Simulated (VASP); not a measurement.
Input of a VASP 6.6.1 run:

Contents of INCAR:

```
SYSTEM = PbO
PREC = Accurate ; ENCUT = 600
EDIFF = 1E-6 ; ISMEAR = -1
SIGMA = 0.02 ; LREAL = .FALSE.
LASPH = .TRUE. ; NELM = 80
ALGO = Normal ; ISIF = 3
LWAVE = .FALSE. ; LCHARG = .FALSE.
GGA = PS ; IBRION = 2
NSW = 80 ; EDIFFG = -0.005
```

Contents of KPOINTS:

```
regular mesh
0
G
  6 6 4
  0 0 0
```

Contents of POSCAR:

```
PbO
1.0
    4.3044152338      0.0000000000      0.0000000000
   -2.1522076169      3.7277329409      0.0000000000
    0.0000000000      0.0000000000      5.3330530216
Pb O
2 2
Direct
    0.3333333333      0.6666666667      0.2500000000
    0.6666666667      0.3333333333      0.7500000000
    0.6666666667      0.3333333333      0.2500000000
    0.3333333333      0.6666666667      0.7500000000
```

Potentials or basis: VASP PAW PBE potentials, release 64 (Pb_d, O).

Launch:

```bash
$ cat potpaw_PBE.64/Pb_d/POTCAR potpaw_PBE.64/O/POTCAR > POTCAR
$ mpirun -np 1 vasp_std > vasp.out
```

Question: Estimate the space group after relaxing (to 0.05 Å).

Answer: P6_3/mmc (No. 194).

Question: What does it give for the relaxed volume?

Answer: 20.38 Å³/atom.

Question: Estimate the relaxed cell.

Answer: a = 4.239 Å, b = 4.239 Å, c = 5.239 Å, α = 90.00°, β = 90.00°, γ = 120.00°.

Question: What does it give for the band gap on the k mesh?

Answer: 1.19 eV, direct.

Final structure:
```
CELL_PARAMETERS angstrom
4.23863 0.00000 0.00000
-2.11931 3.67076 0.00000
0.00000 0.00000 5.23934
ATOMIC_POSITIONS crystal
Pb 0.33333 0.66667 0.25000
Pb 0.66667 0.33333 0.75000
O 0.66667 0.33333 0.25000
O 0.33333 0.66667 0.75000
```

Caveat: the PAW data sets were made with another functional, which shifts forces and pressure a little; spin-orbit coupling is left out, which moves the levels of the heavy elements. As with any semilocal functional, this PBEsol gap is likely too small.
